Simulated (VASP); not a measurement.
Wanted: the native input for a VASP 6.6.1 run.

```
Task                               : single point
Functional                         : HSE06
Potentials or basis                : VASP PAW PBE potentials, release 64 (Sn_d, S)
Cutoff                             : 400 eV
k mesh                             : 6 × 6 × 4
Occupations                        : gaussian, width 0.02 eV
Spin                               : no spin polarisation
Dipole correction                  : no
Grid for exact exchange (PRECFOCK) : Normal
Further INCAR settings             : ALGO = Normal; EDIFF = 1e-06; NBANDS = 20
Share of exact exchange            : 0.25
Screening parameter                : 0.2079 1/Å
```

The system is SnS2.

```xyz
3
Lattice="3.6602 0.0000 0.0000 -1.8301 3.1699 0.0000 0.0000 0.0000 6.6223" Properties=species:S:1:pos:R:3 pbc="T T T"
Sn    0.0000    0.0000    0.0000
S     0.0000    2.1132    1.4496
S     1.8301    1.0566    5.1728
```

The input as run:

POSCAR

```
SnS2
1.0
    3.6602385453      0.0000000000      0.0000000000
   -1.8301192727      3.1698595642      0.0000000000
    0.0000000000      0.0000000000      6.6223412356
Sn S
1 2
Direct
    0.0000000000      0.0000000000      0.0000000000
    0.3333333333      0.6666666667      0.2188894338
    0.6666666667      0.3333333333      0.7811105662
```

INCAR.step1

```
PREC     = Accurate       # precision mode
ENCUT    = 400            # plane-wave cutoff, eV
EDIFF    = 1E-5           # SCF threshold, eV
ISMEAR   = 0              # smearing method
SIGMA    = 0.02           # smearing width, eV
LREAL    = F              # projectors in reciprocal space
LASPH    = T              # aspherical terms in the spheres
NELM     = 120            # most SCF steps
ALGO     = Normal         # electronic algorithm
ISIF     = 2              # what is computed and relaxed
LWAVE    = T              # write WAVECAR
LCHARG   = F              # write CHGCAR
NBANDS   = 20             # bands
GGA      = PE             # functional
GGA_COMPAT= F            
KPAR     = 4
```

INCAR.step2

```
PREC     = Accurate       # precision mode
ENCUT    = 400            # plane-wave cutoff, eV
EDIFF    = 1E-6           # SCF threshold, eV
ISMEAR   = 0              # smearing method
SIGMA    = 0.02           # smearing width, eV
LREAL    = F              # projectors in reciprocal space
LASPH    = T              # aspherical terms in the spheres
NELM     = 120            # most SCF steps
ALGO     = Normal         # electronic algorithm
ISIF     = 2              # what is computed and relaxed
LWAVE    = F              # write WAVECAR
LCHARG   = F              # write CHGCAR
GGA      = PE             # functional
LHFCALC  = T              # exact exchange
HFSCREEN = 0.2079         # screening, 1/A
PRECFOCK = Normal       
NBANDS   = 20             # bands
ISTART   = 1            
GGA_COMPAT= F            
KPAR     = 4
```

KPOINTS

```
Automatic mesh
0
Gamma
  6 6 4
```

Potentials or basis: VASP PAW PBE potentials, release 64 (Sn_d, S).

Command:

```console
$ cat potpaw_PBE.64/Sn_d/POTCAR potpaw_PBE.64/S/POTCAR > POTCAR
$ cp INCAR.step1 INCAR
$ mpirun -np 4 vasp_std > vasp.out
$ cp INCAR.step2 INCAR
$ mpirun -np 4 vasp_std > vasp.out
```

It gave:

* Pressure: -0.1 GPa
* Largest force: 0.012 eV/Å
* Band gap on the k mesh: 2.49 eV (least direct gap 2.78 eV)

Caveat: the PAW data sets were made with another functional, which shifts forces and pressure a little; spin-orbit coupling is left out, which moves the levels of the heavy elements; this functional lacks dispersion, which binds the layers, so the pressure and a relaxed spacing across them are unreliable.

Wall time 7.4 min on 4 MPI ranks on Intel(R) Xeon(R) 6975P-C (Granite Rapids) (shared host), peak memory 0.28 GiB a rank.
